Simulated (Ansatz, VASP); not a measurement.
# One calculation of AgCl, two programs

INCAR

```
  PREC = Accurate
  ENCUT = 520
  EDIFF = 1E-7
  ISMEAR = -1
  SIGMA = 0.01
  LREAL = False
  LASPH = True
  NELM = 80
  ALGO = Normal
  ISIF = 2
  LWAVE = False
  LCHARG = True
  GGA = PS
  LELF = True
  LVHAR = True
  NBANDS = 16
```

The input KPOINTS:

```
Automatic mesh
0
Gamma
  9 9 9
```

POSCAR

```
AgCl
1.0
    3.4339730000      0.0000000000      0.0000000000
    0.0000000000      3.4339730000      0.0000000000
    0.0000000000      0.0000000000      3.5369921900
Ag Cl
1 1
Direct
    0.0000000000      0.0000000000      0.0000000000
    0.5000000000      0.5000000000      0.5000000000
```

Input for Ansatz:

```yaml
crystal:
  lattice:
    - [3.433973, 0.0, 0.0]
    - [0.0, 3.433973, 0.0]
    - [0.0, 0.0, 3.53699219]
  atoms:
    - { symbol: Ag, position: [0.0, 0.0, 0.0] }
    - { symbol: Cl, position: [0.5, 0.5, 0.5] }
kpoints:
  mp_grid: { grid: [9, 9, 9] }
  band_path:
    path:
      - [0.0, 0.0, 0.0]
      - [0.0, 0.5, 0.0]
      - [0.5, 0.5, 0.0]
      - [0.0, 0.0, 0.0]
      - [0.0, 0.0, 0.5]
      - [0.0, 0.5, 0.5]
      - [0.5, 0.5, 0.5]
      - [0.0, 0.0, 0.5]
      - [0.0, 0.5, 0.0]
    npoints: 5
scf:
  occupations: { method: fermi_dirac, width: 0.01 }
hamiltonian:
  xc: pbesol
  pseudopotentials: { kind: all_electron, lapw: { basis_error: 0.001 } }
output:
  forces: true
  stress: true
  eigenvalues: true
```

Change from the starting cell: zz strain of +3 %.

Alike in both runs: task single point; functional PBEsol; k mesh 9 × 9 × 9; occupations fermi-dirac, width 0.01 eV; no spin polarisation.

|  | VASP | Ansatz |
| --- | --- | --- |
| version | VASP 6.6.1 | Ansatz 0.2.0 |
| potentials or method | VASP PAW PBE potentials, release 64 (Ag, Cl), cutoff 520 eV | all-electron LAPW, scalar-relativistic |

Ansatz gave:

| Quantity | Value |
| --- | --- |
| gap on the k mesh at the Fermi level (eV) | 0.41 |
| pressure (GPa) | -5.6 |
| traceless stress, the component that is largest in VASP (GPa) | -0.86 |

Problem. Which values does VASP return?

Solution. gap on the k mesh at the Fermi level (eV): 0.41; pressure (GPa): -5.7; traceless stress, the component that is largest in VASP (GPa): -0.86.

VASP's potentials were made for PBE, not for PBEsol. Ansatz ran all-electron here, and VASP with PAW potentials.
